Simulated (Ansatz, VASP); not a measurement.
# CuO in VASP and in Ansatz

File INCAR:

```
PREC = Accurate ; ENCUT = 520
EDIFF = 1E-6 ; ISMEAR = -1
SIGMA = 0.05 ; LREAL = F
LASPH = T ; NELM = 150
ALGO = Normal ; ISIF = 2
LWAVE = F ; LCHARG = F
LMAXMIX = 4 ; LDAU = T
LDAUTYPE = 2 ; LDAUL = 2 -1
LDAUU = 4.5 0 ; LDAUJ = 0 0
LDAUPRINT = 1 ; GGA = PE
NBANDS = 25
```

Contents of KPOINTS:

```
Automatic mesh
0
Gamma
  10 10 5
```

File POSCAR:

```
CuO
1.0
    2.3418500000     -1.7113000000      0.0000000000
    2.3418500000      1.7113000000      0.0000000000
   -0.8500274268      0.0000000000      5.0578693947
Cu O
2 2
Direct
    0.5000000000      0.0000000000      0.5000000000
    0.0000000000      0.5000000000      0.0000000000
    0.4184000000      0.5816000000      0.7500000000
    0.5816000000      0.4184000000      0.2500000000
```

File input.yaml:

```yaml
crystal:
  lattice:
    - [2.34185, -1.7113, 0.0]
    - [2.34185, 1.7113, 0.0]
    - [-0.8500274268, 0.0, 5.0578693947]
  atoms:
    - { symbol: Cu, position: [0.5, 0.0, 0.5] }
    - { symbol: Cu, position: [0.0, 0.5, 0.0] }
    - { symbol: O, position: [0.4184, 0.5816, 0.75] }
    - { symbol: O, position: [0.5816, 0.4184, 0.25] }
hamiltonian:
  xc: pbe
  pseudopotentials: { kind: paw }
  hubbard: { sites: [{ species: Cu, l: d, u_eff: 4.5 }] }
kpoints:
  mp_grid: { grid: [10, 10, 5] }
  band_path:
    path:
      - [[0.0, 0.0, 0.0], [-0.5, -0.5, 0.0], [-0.5247847702, -0.5247847702, 0.3275098836], [-0.5, -0.5, 0.5], [-0.6335075857, -0.3664924143, 0.5]]
      - [[-0.3664924143, 0.3664924143, 0.5], [0.0, 0.0, 0.5], [-0.4752152298, -0.4752152298, 0.6724901164]]
      - [[-0.5, -0.5, 0.0], [-0.612731633, -0.387268367, 0.0]]
      - [[-0.387268367, 0.387268367, 0.0], [0.0, 0.0, 0.0], [-0.5, 0.0, 0.0]]
      - [[-0.5, 0.0, 0.5], [0.0, 0.0, 0.0]]
    npoints: 14
scf:
  occupations: { method: fermi_dirac, width: 0.05 }
  n_extra_bands: 10
output:
  forces: true
  stress: true
  eigenvalues: true
  fatbands: false
  write_density: true
  write_potential: true
  elf: true
  volumetric_format: npy
```

Alike in both runs: functional PBE; k mesh 10 × 10 × 5; occupations fermi-dirac, width 0.05 eV; no spin polarisation; Hubbard terms Cu d U = 4.5 eV.

```csv
,VASP,Ansatz
version,VASP 6.6.1,Ansatz 0.2.0
potentials or method,"VASP PAW PBE potentials, release 64 (Cu, O)",Ansatz PAW
plane-wave cutoff (eV),520,420
valence electrons in the cell,34,50
task,single point,band structure
```

```csv
,VASP,Ansatz,Ansatz less VASP
gap on the k mesh at the Fermi level (eV),none,none,-
pressure (GPa),3.1,7.9,+4.78
"traceless stress, the component that is largest in VASP (GPa)",-1.06,-0.46,+0.600
rms of the force components (eV/Å),0.074,0.061,-0.0130
```

The programs project onto different local orbitals, so the same U acts differently, and such runs can settle in different states. Atom by atom the forces differ by 0.013 eV/Å (rms over components). A gap of «none» marks a metal or a gap that the smearing closes. VASP's potentials hold 34 valence electrons a cell and Ansatz's 50, so a difference there can come from the potentials and not from the codes.
